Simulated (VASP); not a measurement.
Input of a VASP 6.6.1 run:

INCAR

```
SYSTEM = Pt
  ALGO = Normal
  EDIFF = 1E-6
  ENCUT = 500
  GGA = PS
  GGA_COMPAT = .False.
  ISIF = 2
  ISMEAR = 1
  LASPH = .True.
  LCHARG = .True.
  LELF = .True.
  LREAL = .False.
  LVHAR = .True.
  LWAVE = .False.
  NBANDS = 11
  NELM = 120
  PREC = Accurate
  SIGMA = 0.05
```

The input KPOINTS:

```
k-points
0
Gamma
  5 5 5
  0 0 0
```

The input POSCAR:

```
Pt
1.0
   -1.5842200000      1.5842200000      1.5842200000
    1.5842200000     -1.5842200000      1.5842200000
    1.5842200000      1.5842200000     -1.5842200000
Pt
1
Direct
    0.0000000000      0.0000000000      0.0000000000
```

Potentials or basis: VASP PAW PBE potentials, release 64 (Pt).

Launch:

```console
$ cat potpaw_PBE.64/Pt/POTCAR > POTCAR
$ mpirun -np 1 vasp_std > vasp.out
```

Q: Predict the pressure.

A: -9.2 GPa.

Q: Predict the band gap on the k mesh.

A: Zero (band 5 reaches 10.10 eV, above the bottom of band 6 at 8.94 eV).

Caveat: the k points lie up to 0.56 Å⁻¹ apart; the PAW data sets were made with another functional, which shifts forces and pressure a little; spin-orbit coupling is left out, which moves the levels of the heavy elements.
